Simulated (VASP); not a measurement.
A run of VASP 6.6.1:

INCAR

```
SYSTEM = ScAl7N8
ALGO = Normal ; EDIFF = 1E-6
ENCUT = 520 ; GGA = PS
ISIF = 2 ; ISMEAR = 0
LASPH = .True. ; LCHARG = .False.
LREAL = Auto ; LWAVE = .False.
NBANDS = 50 ; NELM = 80
PREC = Accurate ; SIGMA = 0.01
```

Contents of KPOINTS:

```
k-points
0
Gamma
  6 6 6
  0 0 0
```

POSCAR

```
ScAl7N8
1.0
    3.1653429529     -0.0036621200      5.0137535171
    3.1653429529      0.0036621200     -5.0137535171
   -3.1653429529      5.4897408600     -0.0040008947
Sc Al N
1 7 8
Direct
    0.1398091437      0.1937642995      0.3335734342
    0.1403732251      0.1935873467      0.8333998481
    0.6399697977      0.6931004483      0.3330702371
    0.6398125103      0.6930266320      0.8333998481
    0.0568706242      0.6098879732      0.1663221501
    0.5564341680      0.1094515170      0.1663221501
    0.0566241383      0.6104900848      0.6671142321
    0.5571804231      0.1096396803      0.6668201123
    0.3853634790      0.9481884915      0.3335519615
    0.8845395320      0.4487120823      0.3332516053
    0.3843114471      0.9493974937      0.8332504591
    0.8838529743      0.4489390210      0.8332504591
    0.3015123820      0.3668217213      0.1656043471
    0.3012652293      0.3674515785      0.6687168168
    0.7987826168      0.8640919561      0.1656043471
    0.8012983090      0.8654496738      0.6667479918
```

Potentials or basis: VASP PAW PBE potentials, release 64 (Sc_sv, Al, N).

The run is started by

```sh
$ cat potpaw_PBE.64/Sc_sv/POTCAR potpaw_PBE.64/Al/POTCAR potpaw_PBE.64/N/POTCAR > POTCAR
$ mpirun -np 1 vasp_std > vasp.out
```

Hardware: 1 thread of Intel(R) Xeon(R) Platinum 8488C (Sapphire Rapids) (shared host).

Estimate the wall time of this run.

It took 18 min on 1 thread of Intel(R) Xeon(R) Platinum 8488C (Sapphire Rapids), with other jobs on the host, peak memory 0.55 GiB. Counts: scf iterations 15, k points 68.
